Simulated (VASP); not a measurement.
A run of VASP 6.6.1 is set up as follows.

File INCAR:

```
  ALGO = Fast
  EDIFF = 1E-6
  EDIFFG = -0.04
  ENCUT = 600
  GGA = PE
  IBRION = 2
  ISIF = 3
  ISMEAR = 0
  LASPH = T
  LCHARG = F
  LREAL = F
  LWAVE = F
  NELM = 100
  NSW = 90
  PREC = Accurate
  SIGMA = 0.1
```

KPOINTS

```
k-points
0
Gamma
  6 6 6
```

File POSCAR:

```
Ta2Ru
1.0
    4.0576983100      0.0000000000      0.0000000000
   -2.0288491500      3.5140698100      0.0000000000
    0.0000000000      0.0000000000      2.9065665400
Ta Ru
2 1
Direct
    0.3333333300      0.6666666700      0.5000000000
    0.6666666700      0.3333333300      0.5000000000
    0.0000000000      0.0000000000      0.0000000000
```

Potentials or basis: VASP PAW PBE potentials, release 64 (Ta_pv, Ru_pv).

Command:

```console
$ cat potpaw_PBE.64/Ta_pv/POTCAR potpaw_PBE.64/Ru_pv/POTCAR > POTCAR
$ mpirun -np 1 vasp_std > vasp.out
```

Problem. What does it give for the space group after relaxing (to 0.05 Å)?

Solution. P6/mmm (No. 191).

Problem. Estimate the relaxed volume.

Solution. 16.84 Å³/atom.

Problem. What does it give for the relaxed cell?

Solution. a = 4.587 Å, b = 4.587 Å, c = 2.772 Å, α = 90.00°, β = 90.00°, γ = 120.00°.

Problem. Estimate the band gap on the k mesh.

Solution. Zero (band 18 reaches 8.67 eV, above the bottom of band 19 at 6.94 eV).

Step by step:
```csv
step,energy change (eV),largest force (eV/Å),pressure (GPa),volume (Å³)
1,0.0000,0.0000,68.41,41.44
2,3.6264,0.0000,-33.95,86.32
3,-2.1892,0.0000,-11.06,54.53
4,-2.2523,0.0000,-7.96,53.04
5,-2.2620,0.0000,-4.24,51.97
6,-2.2624,0.0000,-5.08,52.19
7,-2.5154,0.0000,2.93,49.93
8,-2.5330,0.0000,0.64,50.36
9,-2.5330,0.0000,0.43,50.40
10,-2.5329,0.0000,-0.68,50.68
11,-2.5332,0.0000,-0.10,50.54
12,-2.5333,0.0000,0.01,50.52
```

Caveat: the k points lie up to 0.38 Å⁻¹ apart in the final cell; the volume moved by over 15 % at a fixed basis, so the end points are rough; spin-orbit coupling is left out, which moves the levels of the heavy elements.
